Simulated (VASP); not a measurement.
Here is a VASP 6.6.1 calculation.

Contents of INCAR:

```
  PREC = Accurate
  ENCUT = 520
  EDIFF = 1E-7
  ISMEAR = 0
  SIGMA = 0.1
  LREAL = False
  LASPH = True
  NELM = 100
  ALGO = Normal
  ISIF = 2
  LWAVE = False
  LCHARG = False
  GGA = PS
  NBANDS = 48
```

The input KPOINTS:

```
Automatic mesh
0
Gamma
  3 3 3
```

Contents of POSCAR:

```
Se
1.0
    3.7543877993      2.1675968066      6.0097202854
   -3.7543877993      2.1675968066      6.0097202854
    0.0000000000     -4.3351936131      6.0097202854
Se
12
Direct
    0.0745921513      0.5605144793      0.0745921513
    0.0745921513      0.0745921513      0.5605144793
    0.5605144793      0.0745921513      0.0745921513
    0.9254078487      0.4394855207      0.9254078487
    0.4394855207      0.9254078487      0.9254078487
    0.9254078487      0.9254078487      0.4394855207
    0.2803444120      0.6561043295      0.2803444120
    0.2803444120      0.2803444120      0.6561043295
    0.6561043295      0.2803444120      0.2803444120
    0.7196555880      0.3438956705      0.7196555880
    0.3438956705      0.7196555880      0.7196555880
    0.7196555880      0.7196555880      0.3438956705
```

Potentials or basis: VASP PAW PBE potentials, release 64 (Se).

Run with:

```bash
$ cat potpaw_PBE.64/Se/POTCAR > POTCAR
$ mpirun -np 1 vasp_std > vasp.out
```

(1) What does it give for the largest force?

(2) Predict the pressure.

(3) Predict the band gap on the k mesh.

## Answers

(1) 0.045 eV/Å.

(2) 0.4 GPa.

(3) zero (band 36 reaches 4.08 eV, above the bottom of band 37 at 2.90 eV).

Caveat: the PAW data sets were made with another functional, which shifts forces and pressure a little.
